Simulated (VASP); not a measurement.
# As in VASP: single point with PBE+D3(BJ)

Aim: the single point of As with PBE+D3(BJ).

Everything below comes from runs of VASP 6.6.1. Logs are shortened: lines on timing, memory, paths and dates and some standing lists are left out, and cuts for length are marked.

## Step 1: The cell of the first run

The cell holds a slab with vacuum, 12 atoms: a = 7.472 Å, b = 5.728 Å, c = 22.971 Å, α = 90.00°, β = 90.00°, γ = 109.03°.

## Step 2: Single point, PBE+D3(BJ)

Contents of INCAR:

```
PREC = Accurate
ENCUT = 520
EDIFF = 1E-6
ISMEAR = 0
SIGMA = 0.1
LREAL = F
LASPH = T
NELM = 60
ALGO = Normal
ISIF = 2
LWAVE = F
LCHARG = F
LDIPOL = T
IDIPOL = 3
DIPOL = 0.5 0.5 0.493
GGA = PE
IVDW = 12
NBANDS = 42
```

Contents of KPOINTS:

```
regular mesh
0
Gamma
  4 6 1
```

Contents of POSCAR:

```
As
1.0
    7.4722289300      0.0000000000      0.0000000000
   -1.8680572325      5.4147563222      0.0000000000
    0.0000000000      0.0000000000     22.9707150926
As
12
Direct
    0.4436757393      0.7747029571      0.3700363687
    0.9436757393      0.7747029571      0.3700363687
    0.1936757393      0.7747029571      0.4428136994
    0.6936757393      0.7747029571      0.4428136994
    0.3063242607      0.2252970429      0.4636113347
    0.8063242607      0.2252970429      0.4636113347
    0.0381941548      0.1531140157      0.5375601545
    0.5381941548      0.1531140157      0.5375601545
    0.4152383729      0.6617366016      0.5415080526
    0.9152383729      0.6617366016      0.5415080526
    0.1304565901      0.5228491174      0.6054263575
    0.6304565901      0.5228491174      0.6054263575
```

Potentials or basis: VASP PAW PBE potentials, release 64 (As).

Launch:

```sh
> cat potpaw_PBE.64/As/POTCAR > POTCAR
> mpirun -np 1 vasp_std > vasp.out
```

OUTCAR:

```text
PREC = Accurate
   ENCUT = 520
   EDIFF = 1E-6
   ISMEAR = 0
   LREAL = F
   LASPH = T
   NELM = 60
   ISIF = 2
   GGA = PE
   IVDW = 12
 IVDW          = 12

 ion  position               nearest neighbor table
   1  0.444  0.775  0.370-   3 2.51   4 2.51
   2  0.944  0.775  0.370-   3 2.51   4 2.51
   3  0.194  0.775  0.443-   5 2.49   2 2.51   1 2.51
   4  0.694  0.775  0.443-   6 2.49   2 2.51   1 2.51
   5  0.306  0.225  0.464-   3 2.49   8 2.55   7 2.56
   6  0.806  0.225  0.464-   4 2.49   7 2.55   8 2.56
   7  0.038  0.153  0.538-  11 2.54   6 2.55   5 2.56  10 2.66
   8  0.538  0.153  0.538-  12 2.54   5 2.55   6 2.56   9 2.66
   9  0.415  0.662  0.542-  12 2.49  11 2.49   8 2.66
  10  0.915  0.662  0.542-  11 2.49  12 2.49   7 2.66
  11  0.130  0.523  0.605-  10 2.49   9 2.49   7 2.54
  12  0.630  0.523  0.605-   9 2.49  10 2.49   8 2.54

  Warning from LATTYP: Monoclinic adjustment (A1->A3, A2->A1, A3->A2)!
  LATTYP: Found a simple monoclinic cell.
 ALAT       =     5.7279336460
 B/A-ratio  =     4.0102969958
 C/A-ratio  =     1.3045243524
 COS(beta)  =    -0.3261310881

  Lattice vectors:

 A1 = (  -1.8680572325,   5.4147563222,   0.0000000000)
 A2 = (   0.0000000000,   0.0000000000,  22.9707150926)
 A3 = (   7.4722289300,   0.0000000000,   0.0000000000)

Analysis of symmetry for initial positions (statically):
=====================================================================
 Subroutine PRICEL returns following result:

  LATTYP: Found a base centered orthorhombic cell.
 ALAT       =     3.7361144650
 B/A-ratio  =     2.8986030128
 C/A-ratio  =     6.1482899702

  Lattice vectors:

 A1 = (   1.8680572325,  -5.4147563222,   0.0000000000)
 A2 = (   1.8680572325,   5.4147563222,   0.0000000000)
 A3 = (   0.0000000000,   0.0000000000,  22.9707150926)

   2 primitive cells build up your supercell.

 Routine SETGRP: Setting up the symmetry group for a
 simple monoclinic supercell.

 Subroutine GETGRP returns: Found  1 space group operations
 (whereof  1 operations were pure point group operations)
 out of a pool of  4 trial point group operations.

The static configuration has the point symmetry C_1 .

Analysis of symmetry for dynamics (positions and initial velocities):
=====================================================================
 Subroutine PRICEL returns following result:

  LATTYP: Found a base centered orthorhombic cell.
 ALAT       =     3.7361144650
 B/A-ratio  =     2.8986030128
 C/A-ratio  =     6.1482899702

  Lattice vectors:

 A1 = (   1.8680572325,  -5.4147563222,   0.0000000000)
 A2 = (   1.8680572325,   5.4147563222,   0.0000000000)
 A3 = (   0.0000000000,   0.0000000000,  22.9707150926)

   2 primitive cells build up your supercell.

 Routine SETGRP: Setting up the symmetry group for a
 simple monoclinic supercell.

 Subroutine GETGRP returns: Found  1 space group operations
 (whereof  1 operations were pure point group operations)
 out of a pool of  4 trial point group operations.

The dynamic configuration has the point symmetry C_1 .

 Subroutine INISYM returns: Found  1 space group operations
 (whereof  1 operations are pure point group operations),
 and found     2 'primitive' translations

----------------------------------------------------------------------------------------

                                     Primitive cell

  volume of cell :     464.7010

  direct lattice vectors                    reciprocal lattice vectors
     1.868057232 -5.414756322  0.000000000     0.267657752 -0.092340259  0.000000000
     1.868057233  5.414756322  0.000000000     0.267657752  0.092340259  0.000000000
     0.000000000  0.000000000 22.970715093     0.000000000  0.000000000  0.043533690

  length of vectors
     5.727933646  5.727933646 22.970715093     0.283138475  0.283138475  0.043533690

  position of ions in fractional coordinates (direct lattice)
     0.112648521  0.887351479  0.370036369
     0.612648521  0.387351479  0.442813699
     0.387351479  0.612648521  0.463611335
     0.923274294  0.076388310  0.537560154
     0.168740144  0.830476746  0.541508053
     0.738064063  0.260913180  0.605426358

  ion indices of the primitive-cell ions
   primitive index   ion index
                 1           1
                 2           3
                 3           5
                 4           8
                 5           9
                 6          12

----------------------------------------------------------------------------------------

 KPOINTS: regular mesh

Automatic generation of k-mesh.
 Grid dimensions read from file:
 generate k-points for:    4    6    1

 Generating k-lattice:

  Cartesian coordinates                     Fractional coordinates (reciprocal lattice)
     0.033457219  0.011542532  0.000000000     0.250000000  0.000000000  0.000000000
     0.000000000  0.030780086  0.000000000     0.000000000  0.166666667  0.000000000
     0.000000000  0.000000000  0.043533690     0.000000000  0.000000000  1.000000000

  Length of vectors
     0.035392309  0.030780086  0.043533690

  Shift w.r.t. Gamma in fractional coordinates (k-lattice)
     0.000000000  0.000000000  0.000000000

 Subroutine IBZKPT returns following result:
 ===========================================

 Found     14 irreducible k-points:

 Following reciprocal coordinates:
            Coordinates               Weight
  0.000000  0.000000  0.000000      1.000000
  0.250000 -0.000000  0.000000      2.000000
  0.500000 -0.000000  0.000000      1.000000
  0.000000  0.166667  0.000000      2.000000
  0.250000  0.166667  0.000000      2.000000
  0.500000  0.166667  0.000000      2.000000
 -0.250000  0.166667  0.000000      2.000000
  0.000000  0.333333  0.000000      2.000000
  0.250000  0.333333  0.000000      2.000000
  0.500000  0.333333  0.000000      2.000000
 -0.250000  0.333333  0.000000      2.000000
  0.000000  0.500000  0.000000      1.000000
  0.250000  0.500000  0.000000      2.000000
  0.500000  0.500000  0.000000      1.000000
   k-points           NKPTS =     14   k-points in BZ     NKDIM =     14   number of bands    NBANDS=     42
   number of dos      NEDOS =    301   number of ions     NIONS =     12
   total plane-waves  NPLWV = 483840
   dimension x,y,z NGX =    56 NGY =   48 NGZ =  180
   dimension x,y,z NGXF=   112 NGYF=   96 NGZF=  360
   ions per type =              12
   NGX,Y,Z   is equivalent  to a cutoff of  12.46, 13.93, 13.03 a.u.
   NGXF,Y,Z  is equivalent  to a cutoff of  24.92, 27.86, 26.05 a.u.
 SYSTEM =  unknown system
   PREC   = accura    normal or accurate (medium, high low for compatibility)
   ISTART =      0    job   : 0-new  1-cont  2-samecut
   ICHARG =      2    charge: 1-file 2-atom 10-const
   ISPIN  =      1    spin polarized calculation?
   LNONCOLLINEAR =      F non collinear calculations
   LSORBIT =      F    spin-orbit coupling
   LASPH  =      T    aspherical Exc in radial PAW
   ENCUT  =  520.0 eV  38.22 Ry    6.18 a.u.  13.89 10.65 42.71*2*pi/ulx,y,z
   NELM   =     60;   NELMIN=  2; NELMDL= -5     # of ELM steps
   EDIFF  = 0.1E-05   stopping-criterion for ELM
   LREAL  =      F    real-space projection
   EDIFFG = 0.1E-04   stopping-criterion for IOM
   NSW    =      0    number of steps for IOM
   IBRION =     -1    ionic relax: 0-MD 1-quasi-New 2-CG
   NFREE  =      0    steps in history (QN), initial steepest desc. (CG)
   ISIF   =      2    stress and relaxation
   ISYM   =      2    0-nonsym 1-usesym 2-fastsym
   POTIM  = 0.5000    time-step for ionic-motion
   TEBEG  =    0.0;   TEEND  =   0.0 temperature during run
   PSTRESS=    0.0 pullay stress
   NELECT =      60.0000    total number of electrons
   NUPDOWN=      -1.0000    fix difference up-down
   EMIN   =  10.00;   EMAX   =-10.00  energy-range for DOS
   EFERMI =   0.00;   METHOD = LEGACY
   ISMEAR =     0;   SIGMA  =   0.10  broadening in eV -4-tet -1-fermi 0-gaus
   EFERMI_NEDOS =   21; number of points for ismear=-14 and -15
   IALGO  =     38    algorithm
   IMIX   =      4    mixing-type and parameters
     AMIX     =   0.40;   BMIX     =  1.00
     AMIX_MAG =   1.60;   BMIX_MAG =  1.00
  volume/ion in A,a.u.               =      77.45       522.66
  Fermi-wavevector in a.u.,A,eV,Ry     =   0.656736  1.241051  5.868219  0.431302
  Thomas-Fermi vector in A             =   1.728022
   LORBIT       =      0    0 simple, 1 ext, 2 COOP (PROOUT), +10 PAW based schemes
   GGA     = PE    functional components
   LHFCALC =     F    Hartree Fock is set to
   AEXX    =    0.0000 exact exchange contribution
   IVDW    =    12    specifies the selected vdW correction
   LEPSILON=     F    determine dielectric tensor
   LRPA    =     F    only Hartree local field effects (RPA)
 non-spin polarized calculation
 Gauss-broadening in eV      SIGMA  =   0.10
  energy-cutoff  :      520.00
  volume of cell :      929.40
 maximum number of plane-waves:     25056
   NGX = 27   NGY = 21   NGZ = 85

 dipolmoment           0.000000      0.000000      0.067572 electrons x Angstroem

 number of electron      59.9999995 magnetization

 dipolmoment           0.000000      0.000000     -0.154725 electrons x Angstroem

 Free energy of the ion-electron system (eV)
  ---------------------------------------------------
  ext. energy  EPLUGINS =         0.00000000
  ---------------------------------------------------
  free energy    TOTEN  =       -52.88816808 eV

  energy without entropy =      -52.84766646  energy(sigma->0) =      -52.86791727

 E-fermi :  -1.7449     XC(G=0):  -3.4768

 val. band max:       -1.7503028613   @ k =   0.5000   0.1667   0.0000
 cond. band min:      -1.7270594463   @ k =   0.5000   0.5000   0.0000
 fundamental gap:      0.0232434150
 Fermi energy:        -1.7449184716

 k-point     1 :       0.0000    0.0000    0.0000
  band No.  band energies     occupation
      1     -16.4955      2.00000
      2     -14.7753      2.00000
      3     -14.2903      2.00000
      4     -14.0450      2.00000
      5     -13.5703      2.00000
      6     -13.0871      2.00000
[... 34 lines left out ...]
     41       1.1121      0.00000
     42       1.1490      0.00000

 k-point     2 :       0.2500   -0.0000    0.0000
  band No.  band energies     occupation
      1     -16.3355      2.00000
      2     -15.1099      2.00000
      3     -14.6469      2.00000
      4     -13.8269      2.00000
      5     -13.4534      2.00000
      6     -12.8147      2.00000
[... 34 lines left out ...]
     41       1.3704      0.00000
     42       1.3902      0.00000

 k-point     3 :       0.5000   -0.0000    0.0000
  band No.  band energies     occupation
      1     -15.8632      2.00000
      2     -15.8632      2.00000
      3     -14.2853      2.00000
      4     -14.2853      2.00000
      5     -13.1096      2.00000
      6     -13.1096      2.00000
[... 34 lines left out ...]
     41       1.2178      0.00000
     42       1.2178      0.00000

 k-point     4 :       0.0000    0.1667    0.0000
  band No.  band energies     occupation
      1     -16.3863      2.00000
      2     -14.8053      2.00000
      3     -14.3585      2.00000
      4     -13.9046      2.00000
      5     -13.7523      2.00000
      6     -13.2010      2.00000
[... 394 lines left out ...]
     41       0.8500      0.00000
     42       1.1390      0.00000

 k-point    13 :       0.2500    0.5000    0.0000
  band No.  band energies     occupation
      1     -15.6667      2.00000
      2     -15.1794      2.00000
      3     -14.8877      2.00000
      4     -13.8961      2.00000
      5     -13.8801      2.00000
      6     -13.2402      2.00000
[... 34 lines left out ...]
     41       0.9671      0.00000
     42       1.3796      0.00000

 k-point    14 :       0.5000    0.5000    0.0000
  band No.  band energies     occupation
      1     -15.4054      2.00000
      2     -15.4054      2.00000
      3     -14.5955      2.00000
      4     -14.5955      2.00000
      5     -13.4964      2.00000
      6     -13.4964      2.00000
[... 34 lines left out ...]
     41       1.5423      0.00000
     42       1.5423      0.00000

------------------------ aborting loop because EDIFF is reached ----------------------------------------

 vacuum level on the upper side and lower side of the slab       (xc-potential included)        -0.443         0.236

 Edisp (eV)   -3.29681

 E8    (eV) :    -1.4593

  FORCE on cell =-STRESS in cart. coord.  units (eV):
  Direction    XX          YY          ZZ          XY          YZ          ZX
  --------------------------------------------------------------------------------------
  -------------------------------------------------------------------------------------
  Total      -4.26979     3.31420    -1.99556    -0.03882     0.18686    -0.00358
  in kB      -7.36060     5.71328    -3.44010    -0.06693     0.32213    -0.00617
  external pressure =       -1.70 kB  Pullay stress =        0.00 kB

 VOLUME and BASIS-vectors are now :
 -----------------------------------------------------------------------------
  energy-cutoff  :      520.00
  volume of cell :      929.40
      direct lattice vectors                 reciprocal lattice vectors
     7.472228930  0.000000000  0.000000000     0.133828876  0.046170129  0.000000000
    -1.868057232  5.414756322  0.000000000     0.000000000  0.184680518  0.000000000
     0.000000000  0.000000000 22.970715093     0.000000000  0.000000000  0.043533690

 POSITION                                       TOTAL-FORCE (eV/Angst)
 -----------------------------------------------------------------------------------
      1.86806      4.19483      8.50000         0.003685      0.048732      0.719448
      5.60417      4.19483      8.50000         0.003685      0.048732      0.719448
      0.00000      4.19483     10.17175        -0.002582     -0.445585     -0.866052
      3.73611      4.19483     10.17175        -0.002582     -0.445585     -0.866052
      1.86806      1.21993     10.64948        -0.002337      0.402179      0.125484
      5.60417      1.21993     10.64948        -0.002337      0.402179      0.125484
     -0.00063      0.82908     12.34814         0.000983     -0.021195      0.011339
      3.73548      0.82908     12.34814         0.000983     -0.021195      0.011339
      1.86659      3.58314     12.43883        -0.001616      0.020689     -0.063919
      5.60271      3.58314     12.43883        -0.001616      0.020689     -0.063919
     -0.00191      2.83110     13.90708         0.001866     -0.004820      0.073700
      3.73420      2.83110     13.90708         0.001866     -0.004820      0.073700
 -----------------------------------------------------------------------------------
    total drift:                                0.000039      0.000148     -0.000198

  FREE ENERGIE OF THE ION-ELECTRON SYSTEM (eV)
  ---------------------------------------------------
  free  energy   TOTEN  =       -56.1849809837 eV

  energy  without entropy=      -56.1444793603  energy(sigma->0) =      -56.16473017

 vacuum level on the upper side and lower side of the slab         2.266         2.962
```

Wall time 45 min (1 thread of Intel Xeon 8259CL, shared host); peak memory 1.1 GiB.

Results:

| Item | Value |
| --- | --- |
| Free energy | -56.1850 eV |
| Largest force | 0.974 eV/Å |
| Band gap on the k mesh | zero (bands 30 and 31 overlap by 0.44 eV) |
| Dispersion energy per atom | -0.275 eV |

Forces on the atoms (eV/Å):
```
As   0.004  0.049  0.719
As   0.004  0.049  0.719
As  -0.003 -0.446 -0.866
As  -0.003 -0.446 -0.866
As  -0.002  0.402  0.125
As  -0.002  0.402  0.125
As   0.001 -0.021  0.011
As   0.001 -0.021  0.011
As  -0.002  0.021 -0.064
As  -0.002  0.021 -0.064
As   0.002 -0.005  0.074
As   0.002 -0.005  0.074
```

The gap in the log of VASP goes by the Fermi energy; the results here count the filled bands.